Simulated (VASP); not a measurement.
Crystal: VCrC2.

```
Cr V C
1.0
     1.46063    0.84330    4.73939
    -1.46063    0.84330    4.73939
     0.00000   -1.68659    4.73939
Cr V C
1 1 2
Direct
  0.50000 0.50000 0.50000
  0.00000 0.00000 0.00000
  0.24876 0.24876 0.24876
  0.75124 0.75124 0.75124
```

Base run:

```yaml
Program: VASP 6.6.1
Functional: PBE
Potentials_or_basis: VASP PAW PBE potentials, release 64 (Cr_sv, V_sv, C)
Cutoff: 700 eV
k_mesh: 9 × 9 × 9
Occupations: fermi-dirac, width 0.05 eV
Spin: collinear spin, ferromagnetic start
Starting_moments: "[2.28, 1.52, 0.0, 0.0] μB"
Fixed_moment: 3.8 μB
```

Its results: pressure 17.5 GPa; site moments Cr +2.12; V +1.15; C +0.04 μB; largest force 0.134 eV/Å.

The run is repeated on the same cell with these changes: fixed moment from 3.8 μB to 2.5 μB; moments at the start from [2.28, 1.52, 0.0, 0.0] to [1.5, 1.0, 0.0, 0.0]. What comes out?

Pressure 6.6 GPa; site moments Cr +1.77; V +0.63; C -0.06 μB; largest force 0.086 eV/Å.

Caveats: the cell stands under pressure; the total moment is fixed, so each spin has its own Fermi level and the state may be an excited one.
